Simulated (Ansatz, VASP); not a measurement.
One calculation of C, two programs

```
C
1.0
     2.47000    0.00000    0.00000
    -1.23500    2.13908    0.00000
     0.00000    0.00000    6.79000
C
4
Direct
  0.00000 0.00000 0.00250
  0.00000 0.00000 0.50250
  0.33333 0.66667 0.00250
  0.66667 0.33333 0.50250
```

Alike in both runs: functional PBE; k mesh 15 × 15 × 5; occupations fermi-dirac, width 0.05 eV; no spin polarisation.

Ansatz relaxed the structure, and its values are those at the end. VASP's run is a single point on that final structure, the one shown.

|  | VASP | Ansatz |
| --- | --- | --- |
| version | VASP 6.6.1 | Ansatz 0.2.0 |
| potentials or method | VASP PAW PBE potentials, release 64 (C) | plane-wave PAW, scalar-relativistic |
| plane-wave cutoff (eV) | 520 | 420 |
| valence electrons in the cell | 16 | 16 |

|  | VASP | Ansatz | Ansatz less VASP |
| --- | --- | --- | --- |
| pressure (GPa) | 0.1 | -0.3 | -0.43 |

Ansatz's warnings: stress scf threshold loose.
